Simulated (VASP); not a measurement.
Wanted: the native input for a VASP 6.6.1 run.

- Task: density of states
- Functional: PBE
- Potentials or basis: VASP PAW PBE potentials, release 64 (Al, O)
- Cutoff: 520 eV
- k mesh: 7 × 7 × 7
- Occupations: fermi-dirac, width 0.05 eV
- Spin: no spin polarisation
- Dipole correction: no
- k mesh for the DOS: 11 × 11 × 11
- Occupations for the DOS: tetrahedron
- Further INCAR settings: ALGO = Normal; EDIFF = 1e-06

Al2O3 (Corundum):

```xyz
10
Lattice="2.3803 1.3742 4.3319 -2.3803 1.3742 4.3319 0.0000 -2.7485 4.3319" Properties=species:S:1:pos:R:3 pbc="T T T"
Al    0.0000    0.0000   11.0743
Al    0.0000    0.0000    8.4191
Al    0.0000    0.0000    1.9213
Al    0.0000    0.0000    4.5765
O    -1.6503   -0.1099    5.4148
O     0.7300    1.4841    5.4148
O     0.9203   -1.3742    5.4148
O     1.6503    0.1099    7.5808
O    -0.7300   -1.4841    7.5808
O    -0.9203    1.3742    7.5808
```

One way to write it, as run:

POSCAR

```
Al2O3
1.0
    2.3802500000      1.3742379782      4.3318666667
   -2.3802500000      1.3742379782      4.3318666667
    0.0000000000     -2.7484759565      4.3318666667
Al O
4 6
Direct
    0.8521600000      0.8521600000      0.8521600000
    0.6478400000      0.6478400000      0.6478400000
    0.1478400000      0.1478400000      0.1478400000
    0.3521600000      0.3521600000      0.3521600000
    0.0566800000      0.7500000000      0.4433200000
    0.7500000000      0.4433200000      0.0566800000
    0.4433200000      0.0566800000      0.7500000000
    0.9433200000      0.2500000000      0.5566800000
    0.2500000000      0.5566800000      0.9433200000
    0.5566800000      0.9433200000      0.2500000000
```

INCAR.step1

```
SYSTEM = Al2O3
  ALGO = Normal
  EDIFF = 1E-6
  ENCUT = 520
  GGA = PE
  ISIF = 2
  ISMEAR = -1
  LASPH = .True.
  LCHARG = .True.
  LREAL = .False.
  LWAVE = .False.
  NBANDS = 35
  NELM = 100
  PREC = Accurate
  SIGMA = 0.05
```

KPOINTS.step1

```
k-points
0
Gamma
  7 7 7
  0 0 0
```

INCAR.step2

```
SYSTEM = Al2O3
  ALGO = Normal
  EDIFF = 1E-6
  ENCUT = 520
  GGA = PE
  ICHARG = 11
  ISIF = 2
  ISMEAR = -5
  LASPH = .True.
  LCHARG = .False.
  LORBIT = 11
  LREAL = .False.
  LWAVE = .False.
  NEDOS = 1001
  NELM = 100
  PREC = Accurate
  SIGMA = 0.05
```

KPOINTS.step2

```
k-points
0
Gamma
  11 11 11
  0 0 0
```

Potentials or basis: VASP PAW PBE potentials, release 64 (Al, O).

Command:

```console
$ cat potpaw_PBE.64/Al/POTCAR potpaw_PBE.64/O/POTCAR > POTCAR
$ cp INCAR.step1 INCAR
$ cp KPOINTS.step1 KPOINTS
$ mpirun -np 1 vasp_std > vasp.out
$ cp INCAR.step2 INCAR
$ cp KPOINTS.step2 KPOINTS
$ mpirun -np 1 vasp_std > vasp.out
```

It gave:

The valence electrons inside the program's atomic spheres are Al 0.71; O 5.19.

Run time: 5.3 min on 1 thread of AMD EPYC 7R13 Processor (Zen 3), with other jobs on the host, peak memory 0.37 GiB.
